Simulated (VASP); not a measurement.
# SnO2 (Pa-3) in VASP: further runs, part 2 of 2

VASP 6.6.1.

### 4 Relaxation of cell and atoms, LDA

File INCAR:

```
SYSTEM = SnO2
  PREC = Accurate
  ENCUT = 600
  EDIFF = 1E-6
  ISMEAR = -1
  SIGMA = 0.05
  LREAL = .False.
  LASPH = .True.
  NELM = 60
  ALGO = Normal
  ISIF = 3
  LWAVE = .False.
  LCHARG = .False.
  IBRION = 2
  NSW = 60
  EDIFFG = -0.01
```

File KPOINTS:

```
Automatic mesh
0
Gamma
  4 4 4
  0 0 0
```

File POSCAR:

```
SnO2
1.0
    5.1752560000      0.0000000000      0.0000000000
    0.0000000000      5.1752560000      0.0000000000
    0.0000000000      0.0000000000      5.1752560000
Sn O
4 8
Direct
    0.0000000000      0.0000000000      0.0000000000
    0.5000000000      0.0000000000      0.5000000000
    0.5000000000      0.5000000000      0.0000000000
    0.0000000000      0.5000000000      0.5000000000
    0.6610980000      0.8389020000      0.1610980000
    0.8389020000      0.1610980000      0.6610980000
    0.1610980000      0.6610980000      0.8389020000
    0.3389020000      0.3389020000      0.3389020000
    0.6610980000      0.6610980000      0.6610980000
    0.8389020000      0.3389020000      0.1610980000
    0.1610980000      0.8389020000      0.3389020000
    0.3389020000      0.1610980000      0.8389020000
```

Run with:

```sh
> cat potpaw_LDA.64/Sn_d/POTCAR potpaw_LDA.64/O/POTCAR > POTCAR
> mpirun -np 1 vasp_std > vasp.out
```

It took 7.4 min on 1 thread of Intel Xeon 6975P-C, shared host; peak memory 0.27 GiB.

Results (log left out):

```
Free energy                            : -83.7623 eV
Relaxed volume                         : 10.88 Å³/atom
Relaxed cell                           : a = 5.073 Å, b = 5.073 Å, c = 5.073 Å, α = 90.00°, β = 90.00°, γ = 90.00°
Space group after relaxing (to 0.05 Å) : Pa-3 (No. 205)
Energy gained by relaxing              : 26.3 meV/atom
Ionic steps                            : 7
Pressure after relaxing                : 0.1 GPa
Largest force after relaxing           : 0.008 eV/Å
Band gap on the k mesh                 : 1.11 eV, indirect (least direct gap 1.18 eV)
```

Forces in eV/Å, atoms in the order of the input:
```
Sn   0.000  0.000  0.000
Sn   0.000  0.000  0.000
Sn   0.000  0.000  0.000
Sn   0.000  0.000  0.000
O    0.005 -0.005  0.005
O   -0.005  0.005  0.005
O    0.005  0.005 -0.005
O   -0.005 -0.005 -0.005
O    0.005  0.005  0.005
O   -0.005 -0.005  0.005
O    0.005 -0.005 -0.005
O   -0.005  0.005 -0.005
```

Step by step:
```csv
step,energy change (eV),largest force (eV/Å),pressure (GPa),volume (Å³)
1,0.0000,0.0390,-11.88,138.61
2,0.1445,0.1094,18.40,122.12
3,-0.3146,0.0210,-0.20,130.75
4,-0.3147,0.0224,0.06,130.59
5,-0.3148,0.0193,0.05,130.59
6,-0.3152,0.0102,0.06,130.57
7,-0.3152,0.0084,0.07,130.53
```

Final structure:
```
CELL_PARAMETERS angstrom
5.07266 0.00000 0.00000
0.00000 5.07266 0.00000
0.00000 0.00000 5.07266
ATOMIC_POSITIONS crystal
Sn 0.00000 0.00000 0.00000
Sn 0.50000 0.00000 0.50000
Sn 0.50000 0.50000 0.00000
Sn 0.00000 0.50000 0.50000
O 0.66010 0.83990 0.16010
O 0.83990 0.16010 0.66010
O 0.16010 0.66010 0.83990
O 0.33990 0.33990 0.33990
O 0.66010 0.66010 0.66010
O 0.83990 0.33990 0.16010
O 0.16010 0.83990 0.33990
O 0.33990 0.16010 0.83990
```

Levels at points of the mesh, in eV from the valence-band top:
```csv
k point,band 50,band 51,band 52,band 53,band 54,band 55
"(0.00, 0.00, 0.00)",-0.07,-0.07,-0.07,1.11,6.23,6.23
"(0.50, 0.00, 0.00)",-0.48,0.00,0.00,4.14,4.14,5.24
"(0.50, 0.50, 0.00)",-0.32,-0.32,-0.32,4.97,4.97,4.97
"(0.50, 0.50, 0.50)",-0.64,-0.64,-0.64,5.48,5.48,5.48
```

Caveat: spin-orbit coupling is left out, which moves the levels of the heavy elements. A k mesh can miss the band edges.

### 5 Single point, PBEsol

File INCAR:

```
PREC = Accurate
ENCUT = 520
EDIFF = 1E-6
ISMEAR = -1
SIGMA = 0.05
LREAL = F
LASPH = T
NELM = 60
ALGO = Normal
ISIF = 2
LWAVE = F
LCHARG = T
GGA = PS
LELF = T
LVHAR = T
NBANDS = 64
```

File KPOINTS:

```
regular mesh
0
Gamma
  4 4 4
```

POSCAR is that of step 4.

Potentials or basis: VASP PAW PBE potentials, release 64 (Sn_d, O).

Run with:

```sh
> cat potpaw_PBE.64/Sn_d/POTCAR potpaw_PBE.64/O/POTCAR > POTCAR
> mpirun -np 1 vasp_std > vasp.out
```

Run time: 1.8 min. Hardware: 1 thread of Intel Xeon 6975P-C, shared host; peak memory 0.27 GiB.

Results (log left out):

- Free energy: -78.2805 eV
- Pressure: -6.6 GPa
- Largest force: 0.021 eV/Å
- Band gap on the k mesh: 0.50 eV, indirect (least direct gap 0.56 eV)

Forces on the atoms (eV/Å):
```
Sn   0.000  0.000  0.000
Sn   0.000  0.000  0.000
Sn   0.000  0.000  0.000
Sn   0.000  0.000  0.000
O    0.012 -0.012  0.012
O   -0.012  0.012  0.012
O    0.012  0.012 -0.012
O   -0.012 -0.012 -0.012
O    0.012  0.012  0.012
O   -0.012 -0.012  0.012
O    0.012 -0.012 -0.012
O   -0.012  0.012 -0.012
```

Levels at points of the mesh, in eV from the valence-band top:
```csv
k point,band 49,band 50,band 51,band 52,band 53,band 54,band 55,band 56
"(0.00, 0.00, 0.00)",-0.30,-0.06,-0.06,-0.06,0.50,5.67,5.67,5.67
"(0.50, 0.00, 0.00)",-0.45,-0.45,0.00,0.00,3.57,3.57,4.76,4.76
"(0.50, 0.50, 0.00)",-0.31,-0.31,-0.31,-0.31,4.44,4.44,4.44,4.44
"(0.50, 0.50, 0.50)",-0.62,-0.62,-0.62,-0.62,4.93,4.93,4.93,4.93
```

Caveat: the PAW data sets were made with another functional, which shifts forces and pressure a little; spin-orbit coupling is left out, which moves the levels of the heavy elements. As with any semilocal functional, this PBEsol gap is likely too small.

### 6 Single point, RPBE

File INCAR:

```
SYSTEM = SnO2
ALGO = Normal
EDIFF = 1E-7
ENCUT = 520
GGA = RP
ISIF = 2
ISMEAR = -1
LASPH = .TRUE.
LCHARG = .FALSE.
LREAL = .FALSE.
LWAVE = .FALSE.
NBANDS = 64
NELM = 80
PREC = Accurate
SIGMA = 0.05
```

File KPOINTS:

```
k-points
0
G
  4 4 4
  0 0 0
```

POSCAR is that of step 5.

Potentials or basis: VASP PAW PBE potentials, release 64 (Sn_d, O).

Run with:

```sh
> cat potpaw_PBE.64/Sn_d/POTCAR potpaw_PBE.64/O/POTCAR > POTCAR
> mpirun -np 1 vasp_std > vasp.out
```

Run time: 2.1 min. Hardware: 1 thread of Intel Xeon 6975P-C, shared host; peak memory 0.27 GiB.

It converged, with:

```
Free energy            : -68.5289 eV
Pressure               : 4.2 GPa
Largest force          : 0.017 eV/Å
Band gap on the k mesh : 0.63 eV, indirect (least direct gap 0.68 eV)
```

Forces in eV/Å, atoms in the order of the input:
```
Sn   0.000  0.000  0.000
Sn   0.000  0.000  0.000
Sn   0.000  0.000  0.000
Sn   0.000  0.000  0.000
O   -0.010  0.010 -0.010
O    0.010 -0.010 -0.010
O   -0.010 -0.010  0.010
O    0.010  0.010  0.010
O   -0.010 -0.010 -0.010
O    0.010  0.010 -0.010
O   -0.010  0.010  0.010
O    0.010 -0.010  0.010
```

Levels at points of the mesh, in eV from the valence-band top:
| k point | band 49 | band 50 | band 51 | band 52 | band 53 | band 54 | band 55 | band 56 |
| --- | --- | --- | --- | --- | --- | --- | --- | --- |
| (0.00, 0.00, 0.00) | -0.27 | -0.06 | -0.06 | -0.06 | 0.63 | 5.81 | 5.81 | 5.81 |
| (0.50, 0.00, 0.00) | -0.44 | -0.44 | 0.00 | 0.00 | 3.69 | 3.69 | 4.94 | 4.94 |
| (0.50, 0.50, 0.00) | -0.30 | -0.30 | -0.30 | -0.30 | 4.58 | 4.58 | 4.58 | 4.58 |
| (0.50, 0.50, 0.50) | -0.60 | -0.60 | -0.60 | -0.60 | 5.06 | 5.06 | 5.06 | 5.06 |

Caveat: the PAW data sets were made with another functional, which shifts forces and pressure a little; spin-orbit coupling is left out, which moves the levels of the heavy elements. A k mesh can miss the band edges.

### 7 Overview

```tsv
task	level	potentials or basis	cell	cutoff (eV)	gap on the mesh (eV)	pressure (GPa)	largest force (eV/Å)
relaxation of the atoms	PBE	VASP PAW PBE potentials, release 64 (Sn_d, O)	atoms relaxed from a = 5.175 Å, 12 atoms	520	0.56	0.0	-
single point	LDA	VASP PAW LDA potentials, release 64 (Sn_d, O)	a = 5.068 Å, 12 atoms	520	1.15	1.1	-
relaxation of cell and atoms	LDA	VASP PAW LDA potentials, release 64 (Sn_d, O)	relaxed from a = 5.175 Å, 12 atoms	600	1.11	0.1	0.01
single point	PBEsol	VASP PAW PBE potentials, release 64 (Sn_d, O)	a = 5.175 Å, 12 atoms	520	0.50	-6.6	0.02
single point	RPBE	VASP PAW PBE potentials, release 64 (Sn_d, O)	a = 5.175 Å, 12 atoms	520	0.63	4.2	0.02
```

Alike in all rows: no spin polarisation; k mesh 4 × 4 × 4; smearing fermi-dirac 0.05 eV.

Caveats: spin-orbit coupling is left out, which moves the levels of the heavy elements; the PAW data sets were made with another functional, which shifts forces and pressure a little (some runs); the relaxation stopped at its first step, so nothing moved (some runs).

Total energies depend on the potentials used, so only differences within one code and one set of settings carry meaning.
